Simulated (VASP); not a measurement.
# TiPt3 (Pm-3m) in VASP: further runs, part 2 of 2

VASP 6.6.1.

## 3. Single point, PBE (14.00 Å³/atom)

This run uses another cell than the first one, of 14.00 Å³/atom.

Input file INCAR:

```
SYSTEM = TiPt3
  ALGO = Normal
  EDIFF = 1E-6
  ENCUT = 520
  GGA = PE
  ISIF = 2
  ISMEAR = 0
  LASPH = .TRUE.
  LCHARG = .FALSE.
  LREAL = .FALSE.
  LWAVE = .FALSE.
  NBANDS = 29
  NELM = 100
  PREC = Accurate
  SIGMA = 0.1
```

Input file KPOINTS:

```
k-points
0
G
  10 10 10
  0 0 0
```

Input file POSCAR:

```
TiPt3
1.0
    3.8259963098      0.0000000000      0.0000000000
    0.0000000000      3.8259963098      0.0000000000
    0.0000000000      0.0000000000      3.8259963098
Ti Pt
1 3
Direct
    0.0000000000      0.0000000000      0.0000000000
    0.0000000000      0.5000000000      0.5000000000
    0.5000000000      0.0000000000      0.5000000000
    0.5000000000      0.5000000000      0.0000000000
```

Potentials or basis: VASP PAW PBE potentials, release 64 (Ti_sv, Pt).

On the command line:

```sh
cat potpaw_PBE.64/Ti_sv/POTCAR potpaw_PBE.64/Pt/POTCAR > POTCAR
mpirun -np 1 vasp_std > vasp.out
```

OUTCAR:

```text
SYSTEM = TiPt3
   EDIFF = 1E-6
   ENCUT = 520
   GGA = PE
   ISIF = 2
   ISMEAR = 0
   LASPH = .TRUE.
   LREAL = .FALSE.
   NELM = 100
   PREC = Accurate

 ion  position               nearest neighbor table
   1  0.000  0.000  0.000-   2 2.71   3 2.71   4 2.71   2 2.71   3 2.71   2 2.71   4 2.71   2 2.71
                             3 2.71   4 2.71   3 2.71   4 2.71
   2  0.000  0.500  0.500-   1 2.71   3 2.71   4 2.71   1 2.71   4 2.71   1 2.71   3 2.71   1 2.71
                             3 2.71   4 2.71   4 2.71   3 2.71
   3  0.500  0.000  0.500-   1 2.71   2 2.71   4 2.71   1 2.71   4 2.71   2 2.71   4 2.71   4 2.71
                             1 2.71   2 2.71   1 2.71   2 2.71
   4  0.500  0.500  0.000-   1 2.71   2 2.71   3 2.71   2 2.71   3 2.71   1 2.71   3 2.71   3 2.71
                             1 2.71   2 2.71   2 2.71   1 2.71

  LATTYP: Found a simple cubic cell.
 ALAT       =     3.8259963098

  Lattice vectors:

 A1 = (   3.8259963098,   0.0000000000,   0.0000000000)
 A2 = (   0.0000000000,   3.8259963098,   0.0000000000)
 A3 = (   0.0000000000,   0.0000000000,   3.8259963098)

Analysis of symmetry for initial positions (statically):
=====================================================================
 Subroutine PRICEL returns:
 Original cell was already a primitive cell.

 Routine SETGRP: Setting up the symmetry group for a
 simple cubic supercell.

 Subroutine GETGRP returns: Found 48 space group operations
 (whereof 48 operations were pure point group operations)
 out of a pool of 48 trial point group operations.

The static configuration has the point symmetry O_h .

Analysis of symmetry for dynamics (positions and initial velocities):
=====================================================================
 Subroutine PRICEL returns:
 Original cell was already a primitive cell.

 Routine SETGRP: Setting up the symmetry group for a
 simple cubic supercell.

 Subroutine GETGRP returns: Found 48 space group operations
 (whereof 48 operations were pure point group operations)
 out of a pool of 48 trial point group operations.

The dynamic configuration has the point symmetry O_h .

 Subroutine INISYM returns: Found 48 space group operations
 (whereof 48 operations are pure point group operations),
 and found     1 'primitive' translations

----------------------------------------------------------------------------------------

                                     Primitive cell

  volume of cell :      56.0059

  direct lattice vectors                    reciprocal lattice vectors
     3.825996310  0.000000000  0.000000000     0.261369829  0.000000000  0.000000000
     0.000000000  3.825996310  0.000000000     0.000000000  0.261369829  0.000000000
     0.000000000  0.000000000  3.825996310     0.000000000  0.000000000  0.261369829

  length of vectors
     3.825996310  3.825996310  3.825996310     0.261369829  0.261369829  0.261369829

  position of ions in fractional coordinates (direct lattice)
     0.000000000  0.000000000  0.000000000
     0.000000000  0.500000000  0.500000000
     0.500000000  0.000000000  0.500000000
     0.500000000  0.500000000  0.000000000

  ion indices of the primitive-cell ions
[... 28 lines left out ...]
 ===========================================

 Found     56 irreducible k-points:

 Following reciprocal coordinates:
            Coordinates               Weight
  0.000000  0.000000  0.000000      1.000000
  0.100000  0.000000  0.000000      6.000000
  0.200000  0.000000  0.000000      6.000000
  0.300000  0.000000  0.000000      6.000000
  0.400000  0.000000  0.000000      6.000000
  0.500000  0.000000  0.000000      3.000000
[... 16 lines left out ...]
  0.200000  0.100000  0.100000     24.000000
  0.300000  0.100000  0.100000     24.000000
 [... further k-points ...]
   k-points           NKPTS =     56   k-points in BZ     NKDIM =     56   number of bands    NBANDS=     29
   number of dos      NEDOS =    301   number of ions     NIONS =      4
   total plane-waves  NPLWV =  21952
   dimension x,y,z NGX =    28 NGY =   28 NGZ =   28
   dimension x,y,z NGXF=    56 NGYF=   56 NGZF=   56
   ions per type =               1   3
   NGX,Y,Z   is equivalent  to a cutoff of  12.17, 12.17, 12.17 a.u.
   NGXF,Y,Z  is equivalent  to a cutoff of  24.33, 24.33, 24.33 a.u.
 SYSTEM =  TiPt3
   PREC   = accura    normal or accurate (medium, high low for compatibility)
   ISTART =      0    job   : 0-new  1-cont  2-samecut
   ICHARG =      2    charge: 1-file 2-atom 10-const
   ISPIN  =      1    spin polarized calculation?
   LNONCOLLINEAR =      F non collinear calculations
   LSORBIT =      F    spin-orbit coupling
   LASPH  =      T    aspherical Exc in radial PAW
   ENCUT  =  520.0 eV  38.22 Ry    6.18 a.u.   7.11  7.11  7.11*2*pi/ulx,y,z
   NELM   =    100;   NELMIN=  2; NELMDL= -5     # of ELM steps
   EDIFF  = 0.1E-05   stopping-criterion for ELM
   LREAL  =      F    real-space projection
   EDIFFG = 0.1E-04   stopping-criterion for IOM
   NSW    =      0    number of steps for IOM
   IBRION =     -1    ionic relax: 0-MD 1-quasi-New 2-CG
   NFREE  =      0    steps in history (QN), initial steepest desc. (CG)
   ISIF   =      2    stress and relaxation
   ISYM   =      2    0-nonsym 1-usesym 2-fastsym
   POTIM  = 0.5000    time-step for ionic-motion
   TEBEG  =    0.0;   TEEND  =   0.0 temperature during run
   PSTRESS=    0.0 pullay stress
   NELECT =      42.0000    total number of electrons
   NUPDOWN=      -1.0000    fix difference up-down
   EMIN   =  10.00;   EMAX   =-10.00  energy-range for DOS
   EFERMI =   0.00;   METHOD = LEGACY
   ISMEAR =     0;   SIGMA  =   0.10  broadening in eV -4-tet -1-fermi 0-gaus
   EFERMI_NEDOS =   21; number of points for ismear=-14 and -15
   IALGO  =     38    algorithm
   IMIX   =      4    mixing-type and parameters
     AMIX     =   0.40;   BMIX     =  1.00
     AMIX_MAG =   1.60;   BMIX_MAG =  1.00
  volume/ion in A,a.u.               =      14.00        94.49
  Fermi-wavevector in a.u.,A,eV,Ry     =   1.487351  2.810685 30.098973  2.212212
  Thomas-Fermi vector in A             =   2.600522
   LORBIT       =      0    0 simple, 1 ext, 2 COOP (PROOUT), +10 PAW based schemes
   GGA     = PE    functional components
   LHFCALC =     F    Hartree Fock is set to
   AEXX    =    0.0000 exact exchange contribution
   IVDW    =     0    specifies the selected vdW correction
   LEPSILON=     F    determine dielectric tensor
   LRPA    =     F    only Hartree local field effects (RPA)
 non-spin polarized calculation
 Gauss-broadening in eV      SIGMA  =   0.10
  energy-cutoff  :      520.00
  volume of cell :       56.01
 maximum number of plane-waves:      1522
   NGX = 15   NGY = 15   NGZ = 15

 number of electron      41.9999998 magnetization

 Free energy of the ion-electron system (eV)
  ---------------------------------------------------
  ext. energy  EPLUGINS =         0.00000000
  ---------------------------------------------------
  free energy    TOTEN  =       -29.12734237 eV

  energy without entropy =      -29.12198006  energy(sigma->0) =      -29.12466121

 E-fermi :  12.9097     XC(G=0): -13.6074

 val. band max:       12.8659543801   @ k =   0.5000   0.1000   0.0000
 cond. band min:      12.9254069965   @ k =   0.4000   0.1000   0.1000
 fundamental gap:      0.0594526163
 Fermi energy:        12.9096587893

 k-point     1 :       0.0000    0.0000    0.0000
  band No.  band energies     occupation
      1     -45.2274      2.00000
      2     -21.4669      2.00000
      3     -21.4669      2.00000
      4     -21.4669      2.00000
      5       2.1118      2.00000
      6       4.8546      2.00000
[... 757 lines left out ...]
     28      18.2898      0.00000
     29      20.5913      0.00000

 [... further k-points ...]

------------------------ aborting loop because EDIFF is reached ----------------------------------------

  FORCE on cell =-STRESS in cart. coord.  units (eV):
  Direction    XX          YY          ZZ          XY          YZ          ZX
  --------------------------------------------------------------------------------------
  -------------------------------------------------------------------------------------
  Total        9.6756564      9.6756564      9.6756564      0.0000000      0.0000000      0.0000000
  in kB      276.7944499    276.7944499    276.7944499      0.0000000      0.0000000      0.0000000
  external PRESSURE =     276.7944499 kB  Pullay stress =       0.0000000 kB

 VOLUME and BASIS-vectors are now :
 -----------------------------------------------------------------------------
  energy-cutoff  :      520.00
  volume of cell :       56.01
      direct lattice vectors                 reciprocal lattice vectors
     3.825996310  0.000000000  0.000000000     0.261369829  0.000000000  0.000000000
     0.000000000  3.825996310  0.000000000     0.000000000  0.261369829  0.000000000
     0.000000000  0.000000000  3.825996310     0.000000000  0.000000000  0.261369829

 POSITION                                       TOTAL-FORCE (eV/Angst)
 -----------------------------------------------------------------------------------
      0.00000      0.00000      0.00000         0.000000      0.000000      0.000000
      0.00000      1.91300      1.91300         0.000000      0.000000      0.000000
      1.91300      0.00000      1.91300         0.000000      0.000000      0.000000
      1.91300      1.91300      0.00000         0.000000      0.000000      0.000000
 -----------------------------------------------------------------------------------
    total drift:                                0.000000      0.000000      0.000000

  FREE ENERGIE OF THE ION-ELECTRON SYSTEM (eV)
  ---------------------------------------------------
  free  energy   TOTEN  =       -29.1273423658 eV

  energy  without entropy=      -29.1219800615  energy(sigma->0) =      -29.12466121
```

stdout:

```text
POSCAR found type information on POSCAR TiPt
 POSCAR found :  2 types and       4 ions
 scaLAPACK will be used
 LDA part: xc-table for (Slater+PW92), standard interpolation
 POSCAR, INCAR and KPOINTS ok, starting setup
 FFT: planning ... GRIDC
 FFT: planning ... GRID_SOFT
 FFT: planning ... GRID
 WAVECAR not read
 entering main loop
```

Run time: 44 s. Hardware: 1 thread of AMD EPYC 9R45 (Zen 5), shared host; peak memory 0.18 GiB.

What came out:

* Free energy: -29.1273 eV
* Pressure: 27.7 GPa
* Band gap on the k mesh: zero (bands 21 and 22 overlap by 1.96 eV)

Caveat: the cell stands under pressure; spin-orbit coupling is left out, which moves the levels of the heavy elements.

## 4. Single point, PBE

This run uses another cell than the first one, of 14.80 Å³/atom.

Input file INCAR:

```
  PREC = Accurate
  ENCUT = 520
  EDIFF = 1E-7
  ISMEAR = 0
  SIGMA = 0.1
  LREAL = F
  LASPH = T
  NELM = 100
  ALGO = Fast
  ISIF = 2
  LWAVE = F
  LCHARG = F
  GGA = PE
  NBANDS = 29
```

Input file KPOINTS:

```
regular mesh
0
Gamma
  12 12 12
```

Input file POSCAR:

```
TiPt3
1.0
    3.8970000000      0.0000000000      0.0000000000
    0.0000000000      3.8970000000      0.0000000000
    0.0000000000      0.0000000000      3.8970000000
Ti Pt
1 3
Direct
    0.0000000000      0.0000000000      0.0000000000
    0.0000000000      0.5000000000      0.5000000000
    0.5000000000      0.0000000000      0.5000000000
    0.5000000000      0.5000000000      0.0000000000
```

On the command line:

```sh
cat potpaw_PBE.64/Ti_sv/POTCAR potpaw_PBE.64/Pt/POTCAR > POTCAR
mpirun -np 1 vasp_std > vasp.out
```

Run time: 4.7 min. Hardware: 1 thread of AMD EPYC 9R45 (Zen 5), shared host; peak memory 0.22 GiB.

It converged, with:

```yaml
Free_energy: -29.4882 eV
Pressure: 9.7 GPa
Band_gap_on_the_k_mesh: zero (bands 21 and 22 overlap by 1.84 eV)
```

Levels at points of the mesh, in eV from the Fermi level:
```csv
k point,band 19,band 20,band 21,band 22,band 23,band 24
"(0.00, 0.00, 0.00)",0.06,0.06,1.41,1.41,1.61,1.61
"(0.50, 0.00, 0.00)",-2.60,-1.36,-0.20,-0.20,0.07,0.47
"(0.50, 0.50, 0.00)",-2.44,-2.29,-2.25,0.22,0.22,0.38
"(0.50, 0.50, 0.50)",-0.67,-0.67,-0.44,-0.44,-0.44,1.22
```

Caveat: the cell stands under pressure; spin-orbit coupling is left out, which moves the levels of the heavy elements.

## 5. The runs side by side

```csv
cell,k mesh,gap on the mesh (eV),pressure (GPa)
"a = 3.783 Å, 4 atoms",10 × 10 × 10,none,41.0
"a = 3.826 Å, 4 atoms",10 × 10 × 10,none,27.7
"a = 3.897 Å, 4 atoms",12 × 12 × 12,none,9.7
```

Alike in all rows: task single point; level PBE; potentials or basis VASP PAW PBE potentials, release 64 (Ti_sv, Pt); no spin polarisation; cutoff (eV) 520; smearing gaussian 0.1 eV.

Caveats: the cell stands under pressure; spin-orbit coupling is left out, which moves the levels of the heavy elements.

Absolute energies hang on the potentials; compare differences alone.

The gap in the log of VASP goes by the Fermi energy; the results here count the filled bands.